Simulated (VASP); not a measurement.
# Be3N2: single point with LDA

The system is Be3N2.

```xyz
5
Lattice="2.8178 0.0000 0.0000 -1.4089 2.4403 0.0000 0.0000 0.0000 4.6670" Properties=species:S:1:pos:R:3 pbc="T T T"
Be    0.0217    0.0217    0.0217
Be    1.4305    0.8351    3.0535
Be    0.0217    1.6485    1.6568
N     0.0000    1.6268    3.4865
N     1.4089    0.8134    1.1805
```

This cell differs from its parent crystal: all Be atoms moved +0.037 Å, as atom 1 along Cartesian [1 1 1].

```
Program                : VASP 6.6.1
Task                   : single point
Functional             : LDA
Potentials or basis    : VASP PAW LDA potentials, release 64 (Be, N)
Cutoff                 : 520 eV
k mesh                 : 9 × 9 × 6
Occupations            : gaussian, width 0.05 eV
Spin                   : no spin polarisation
Dipole correction      : no
Further INCAR settings : ALGO = Normal; EDIFF = 1e-06; NBANDS = 16
```

The pressure is -9.3 GPa. The largest force is 0.403 eV/Å and the band gap on the k mesh is 4.23 eV (least direct gap 5.94 eV).

Forces on the atoms (eV/Å):
```
Be   0.060  0.060  0.070
Be  -0.289 -0.270 -0.073
Be  -0.232 -0.250 -0.081
N    0.259  0.240 -0.045
N    0.203  0.220  0.128
```

Stress tensor (GPa, compression positive):
```
-9.40  0.21  0.15
 0.21 -9.57  0.06
 0.15  0.06 -8.78
```

Levels at points of the mesh, in eV from the valence-band top:
| k point | band 5 | band 6 | band 7 | band 8 | band 9 | band 10 | band 11 | band 12 |
| --- | --- | --- | --- | --- | --- | --- | --- | --- |
| (0.00, 0.00, 0.00) | -1.46 | -0.34 | -0.34 | -0.04 | 6.48 | 7.16 | 8.19 | 8.20 |
| (0.00, 0.00, 0.50) | -1.27 | -1.25 | -0.53 | -0.53 | 6.66 | 7.79 | 7.80 | 8.92 |

Wall time 46 s on 1 thread of AMD EPYC 9R45 96-Core Processor (Zen 5), with other jobs on the host, peak memory 0.18 GiB.

Caveat: the cell differs from its parent crystal (all Be atoms moved +0.037 Å, as atom 1 along Cartesian [1 1 1]); the cell stands under tension. A k mesh can miss the band edges.
